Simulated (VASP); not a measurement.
# CsPbBr3 (Pm-3m) in VASP: further runs, part 2 of 2

VASP 6.6.1. Earlier steps stand in the parts before.

**3. Single point, PBE (volume changed by +6%)**

File INCAR:

```
SYSTEM = CsPbBr3
  ALGO = Normal
  EDIFF = 1E-6
  ENCUT = 520
  GGA = PE
  ISIF = 2
  ISMEAR = 0
  LASPH = .TRUE.
  LCHARG = .TRUE.
  LELF = .TRUE.
  LREAL = .FALSE.
  LVHAR = .TRUE.
  LWAVE = .FALSE.
  NBANDS = 30
  NELM = 60
  PREC = Accurate
  SIGMA = 0.01
```

File KPOINTS:

```
k-points
0
G
  4 4 4
  0 0 0
```

File POSCAR:

```
CsPbBr3
1.0
    6.1273758660      0.0000000000      0.0000000000
    0.0000000000      6.1273758660      0.0000000000
    0.0000000000      0.0000000000      6.1273758660
Cs Pb Br
1 1 3
Direct
    0.0000000000      0.0000000000      0.0000000000
    0.5000000000      0.5000000000      0.5000000000
    0.5000000000      0.5000000000      0.0000000000
    0.5000000000      0.0000000000      0.5000000000
    0.0000000000      0.5000000000      0.5000000000
```

Potentials or basis: VASP PAW PBE potentials, release 64 (Cs_sv, Pb_d, Br).

Started as:

```sh
> cat potpaw_PBE.64/Cs_sv/POTCAR potpaw_PBE.64/Pb_d/POTCAR potpaw_PBE.64/Br/POTCAR > POTCAR
> mpirun -np 1 vasp_std > vasp.out
```

Wall time 45 s (1 thread of Intel Xeon Platinum 8488C (Sapphire Rapids), shared host); peak memory 0.35 GiB.

The run converged. Its results:

| Item | Value |
| --- | --- |
| Free energy | -15.8341 eV |
| Pressure | -0.9 GPa |
| Band gap on the k mesh | 1.97 eV, direct |

Levels at points of the mesh, in eV from the valence-band top:
```csv
k point,band 18,band 19,band 20,band 21,band 22,band 23,band 24,band 25,band 26,band 27
"(0.00, 0.00, 0.00)",-1.35,-1.35,-1.29,-1.29,-1.29,3.54,4.84,4.84,5.55,5.55
"(0.50, 0.00, 0.00)",-1.48,-1.44,-1.35,-1.35,-1.01,2.77,4.87,5.24,5.24,5.49
"(0.50, 0.50, 0.00)",-1.58,-1.52,-1.52,-0.98,-0.50,2.39,2.39,4.91,5.66,5.82
"(0.50, 0.50, 0.50)",-1.57,-0.97,-0.97,-0.97,0.00,1.97,1.97,1.97,5.03,5.72
```

Caveat: the cell differs from its parent crystal (volume changed by +6%); spin-orbit coupling is left out, which moves the levels of the heavy elements. A k mesh can miss the band edges.

**4. Single point, r2SCAN (volume changed by -6%)**

POSCAR, as its differences from that of step 3:

```diff
@@ -2,5 +2,5 @@
 1.0
-    6.1273758660      0.0000000000      0.0000000000
-    0.0000000000      6.1273758660      0.0000000000
-    0.0000000000      0.0000000000      6.1273758660
+    5.8216425906      0.0000000000      0.0000000000
+    0.0000000000      5.8216425906      0.0000000000
+    0.0000000000      0.0000000000      5.8216425906
 Cs Pb Br
```

File INCAR.step1:

```
PREC = Accurate
ENCUT = 520
ISMEAR = 0
SIGMA = 0.01
LREAL = F
LASPH = T
NELM = 60
NBANDS = 30
GGA = PE
ALGO = Normal
EDIFF = 1E-4
LWAVE = T
LCHARG = F
```

File INCAR.step2:

```
PREC = Accurate
ENCUT = 520
EDIFF = 1E-6
ISMEAR = 0
SIGMA = 0.01
LREAL = F
LASPH = T
NELM = 60
ALGO = Normal
ISIF = 2
LWAVE = F
LCHARG = T
METAGGA = R2SCAN
LMIXTAU = T
LELF = T
LVHAR = T
NBANDS = 30
ISTART = 1
```

File KPOINTS:

```
Automatic mesh
0
Gamma
  4 4 4
```

Started as:

```sh
> cat potpaw_PBE.64/Cs_sv/POTCAR potpaw_PBE.64/Pb_d/POTCAR potpaw_PBE.64/Br/POTCAR > POTCAR
> cp INCAR.step1 INCAR
> mpirun -np 1 vasp_std > vasp.out
> cp INCAR.step2 INCAR
> mpirun -np 1 vasp_std > vasp.out
```

Wall time 2.6 min (1 thread of Intel Xeon Platinum 8488C (Sapphire Rapids), shared host); peak memory 0.39 GiB.

Results (log left out):

```yaml
Free_energy: -128.3984 eV
Pressure: 1.5 GPa
Band_gap_on_the_k_mesh: 1.79 eV, direct
```

Levels at points of the mesh, in eV from the valence-band top:
```tsv
k point	band 19	band 20	band 21	band 22	band 23	band 24	band 25	band 26
(0.00, 0.00, 0.00)	-2.54	-2.41	-2.41	-2.41	3.34	4.25	4.25	5.10
(0.50, 0.00, 0.00)	-2.68	-2.53	-2.53	-1.63	2.88	4.79	5.34	5.36
(0.50, 0.50, 0.00)	-2.77	-2.62	-2.03	-0.80	2.36	2.36	5.23	5.53
(0.50, 0.50, 0.50)	-2.02	-2.02	-2.02	0.00	1.79	1.79	1.79	4.90
```

Caveat: the cell differs from its parent crystal (volume changed by -6%); the PAW data sets were made with another functional, which shifts forces and pressure a little; spin-orbit coupling is left out, which moves the levels of the heavy elements.

**5. Single point, r2SCAN (volume changed by -3%)**

POSCAR, as its differences from that of step 4:

```diff
@@ -2,5 +2,5 @@
 1.0
-    5.8216425906      0.0000000000      0.0000000000
-    0.0000000000      5.8216425906      0.0000000000
-    0.0000000000      0.0000000000      5.8216425906
+    5.8829275425      0.0000000000      0.0000000000
+    0.0000000000      5.8829275425      0.0000000000
+    0.0000000000      0.0000000000      5.8829275425
 Cs Pb Br
```

File INCAR.step1:

```
SYSTEM = CsPbBr3
ALGO = Normal
EDIFF = 1E-4
ENCUT = 520
GGA = PE
ISMEAR = 0
LASPH = .True.
LCHARG = .False.
LREAL = .False.
LWAVE = .True.
NBANDS = 30
NELM = 80
PREC = Accurate
SIGMA = 0.01
```

File INCAR.step2:

```
SYSTEM = CsPbBr3
ALGO = Normal
EDIFF = 1E-6
ENCUT = 520
ISIF = 2
ISMEAR = 0
ISTART = 1
LASPH = .True.
LCHARG = .False.
LMIXTAU = .True.
LREAL = .False.
LWAVE = .False.
METAGGA = R2SCAN
NBANDS = 30
NELM = 80
PREC = Accurate
SIGMA = 0.01
```

File KPOINTS:

```
k-points
0
Gamma
  4 4 4
  0 0 0
```

Started as:

```sh
> cat potpaw_PBE.64/Cs_sv/POTCAR potpaw_PBE.64/Pb_d/POTCAR potpaw_PBE.64/Br/POTCAR > POTCAR
> cp INCAR.step1 INCAR
> mpirun -np 1 vasp_std > vasp.out
> cp INCAR.step2 INCAR
> mpirun -np 1 vasp_std > vasp.out
```

It took 2.6 min on 1 thread of Intel Xeon Platinum 8488C (Sapphire Rapids), shared host; peak memory 0.39 GiB.

The run converged. Its results:

| Item | Value |
| --- | --- |
| Free energy | -128.4432 eV |
| Pressure | 0.7 GPa |
| Band gap on the k mesh | 1.93 eV, direct |

Levels at points of the mesh, in eV from the valence-band top:
```
           k point  band 19  band 20  band 21  band 22  band 23  band 24  band 25  band 26
(0.00, 0.00, 0.00)    -2.29    -2.18    -2.18    -2.18     3.51     4.49     4.49     5.33
(0.50, 0.00, 0.00)    -2.42    -2.28    -2.28    -1.51     2.96     4.94     5.51     5.53
(0.50, 0.50, 0.00)    -2.51    -2.41    -1.81    -0.74     2.47     2.47     5.28     5.70
(0.50, 0.50, 0.50)    -1.80    -1.80    -1.80     0.00     1.93     1.93     1.93     5.08
```

Caveat: the cell differs from its parent crystal (volume changed by -3%); the PAW data sets were made with another functional, which shifts forces and pressure a little; spin-orbit coupling is left out, which moves the levels of the heavy elements. A k mesh can miss the band edges.

**6. Single point, r2SCAN**

This run uses another cell than the first one, of 41.98 Å³/atom, 0.939 times its volume.

POSCAR, as its differences from that of step 5:

```diff
@@ -2,5 +2,5 @@
 1.0
-    5.8829275425      0.0000000000      0.0000000000
-    0.0000000000      5.8829275425      0.0000000000
-    0.0000000000      0.0000000000      5.8829275425
+    5.9429615618      0.0000000000      0.0000000000
+    0.0000000000      5.9429615618      0.0000000000
+    0.0000000000      0.0000000000      5.9429615618
 Cs Pb Br
```

File INCAR.step1:

```
SYSTEM = CsPbBr3
PREC     = Accurate       ! precision mode
ENCUT    = 520            ! plane-wave cutoff, eV
ISMEAR   = 0              ! smearing method
SIGMA    = 0.01           ! smearing width, eV
LREAL    = .FALSE.        ! projectors in reciprocal space
LASPH    = .TRUE.         ! aspherical terms in the spheres
NELM     = 80             ! most SCF steps
NBANDS   = 30             ! bands
GGA      = PE             ! functional
ALGO     = Normal         ! electronic algorithm
EDIFF    = 1E-4           ! SCF threshold, eV
LWAVE    = .TRUE.         ! write WAVECAR
LCHARG   = .FALSE.        ! write CHGCAR
```

File INCAR.step2:

```
SYSTEM = CsPbBr3
PREC     = Accurate       ! precision mode
ENCUT    = 520            ! plane-wave cutoff, eV
EDIFF    = 1E-6           ! SCF threshold, eV
ISMEAR   = 0              ! smearing method
SIGMA    = 0.01           ! smearing width, eV
LREAL    = .FALSE.        ! projectors in reciprocal space
LASPH    = .TRUE.         ! aspherical terms in the spheres
NELM     = 80             ! most SCF steps
ALGO     = Normal         ! electronic algorithm
ISIF     = 2              ! what is computed and relaxed
LWAVE    = .FALSE.        ! write WAVECAR
LCHARG   = .FALSE.        ! write CHGCAR
METAGGA  = R2SCAN         ! meta-GGA
LMIXTAU  = .TRUE.       
NBANDS   = 30             ! bands
ISTART   = 1
```

File KPOINTS:

```
regular mesh
0
G
  4 4 4
  0 0 0
```

Potentials or basis: VASP PAW PBE potentials, release 64 (Cs_sv, Pb_d, Br).

Started as:

```sh
> cat potpaw_PBE.64/Cs_sv/POTCAR potpaw_PBE.64/Pb_d/POTCAR potpaw_PBE.64/Br/POTCAR > POTCAR
> cp INCAR.step1 INCAR
> mpirun -np 1 vasp_std > vasp.out
> cp INCAR.step2 INCAR
> mpirun -np 1 vasp_std > vasp.out
```

It took 2.9 min on 1 thread of Intel Xeon Platinum 8488C (Sapphire Rapids), shared host; peak memory 0.4 GiB.

The run converged. Its results:

```yaml
Free_energy: -128.4580 eV
Pressure: 0.0 GPa
Band_gap_on_the_k_mesh: 2.06 eV, direct
```

Levels at points of the mesh, in eV from the valence-band top:
```
           k point  band 19  band 20  band 21  band 22  band 23  band 24  band 25  band 26
(0.00, 0.00, 0.00)    -2.07    -1.96    -1.96    -1.96     3.67     4.71     4.71     5.53
(0.50, 0.00, 0.00)    -2.18    -2.06    -2.06    -1.39     3.03     5.07     5.64     5.70
(0.50, 0.50, 0.00)    -2.27    -2.22    -1.61    -0.68     2.57     2.57     5.31     5.85
(0.50, 0.50, 0.50)    -1.60    -1.60    -1.60     0.00     2.06     2.06     2.06     5.24
```

Caveat: the PAW data sets were made with another functional, which shifts forces and pressure a little; spin-orbit coupling is left out, which moves the levels of the heavy elements.

**7. Summary**

| level | cell | gap on the mesh (eV) | pressure (GPa) |
| --- | --- | --- | --- |
| PBE | a = 6.069 Å, 5 atoms | 1.89 | -0.5 |
| PBE | a = 6.127 Å, 5 atoms | 1.97 | -0.9 |
| r2SCAN | a = 5.822 Å, 5 atoms | 1.79 | 1.5 |
| r2SCAN | a = 5.883 Å, 5 atoms | 1.93 | 0.7 |
| r2SCAN | a = 5.943 Å, 5 atoms | 2.06 | 0.0 |

Alike in all rows: task single point; potentials or basis VASP PAW PBE potentials, release 64 (Cs_sv, Pb_d, Br); no spin polarisation; k mesh 4 × 4 × 4; cutoff (eV) 520; smearing gaussian 0.01 eV.

Caveats: spin-orbit coupling is left out, which moves the levels of the heavy elements; the PAW data sets were made with another functional, which shifts forces and pressure a little (some runs).

Absolute energies hang on the potentials; compare differences alone.
